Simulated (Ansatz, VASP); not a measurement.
LuHg in VASP and in Ansatz

```
CELL_PARAMETERS angstrom
3.60700 0.01803 0.01803
0.01803 3.60700 0.01803
0.01803 0.01803 3.60700
ATOMIC_POSITIONS crystal
Lu 0.50000 0.50000 0.50000
Hg 0.00000 0.00000 0.00000
```

Change from the starting cell: equal xy, yz and zx shear strains of +1 %.

Alike in both runs: task single point; functional LDA; k mesh 10 × 10 × 10; occupations fermi-dirac, width 0.05 eV; no spin polarisation.

|  | VASP | Ansatz |
| --- | --- | --- |
| version | VASP 6.6.1 | Ansatz 0.2.0 |
| potentials or method | VASP PAW PBE potentials, release 64 (Lu, Hg), cutoff 520 eV | all-electron LAPW, scalar-relativistic |

|  | VASP | Ansatz | Ansatz less VASP |
| --- | --- | --- | --- |
| pressure (GPa) | -3.6 | -4.1 | -0.55 |
| traceless stress, the component that is largest in VASP (GPa) | -0.42 | -0.40 | +0.017 |

VASP's potentials were made for PBE, not for LDA. LDA's correlation is that of Perdew and Zunger in VASP and of Perdew and Wang (1992) in Ansatz. Ansatz ran all-electron here, and VASP with PAW potentials.

Neither program's run includes spin-orbit coupling.
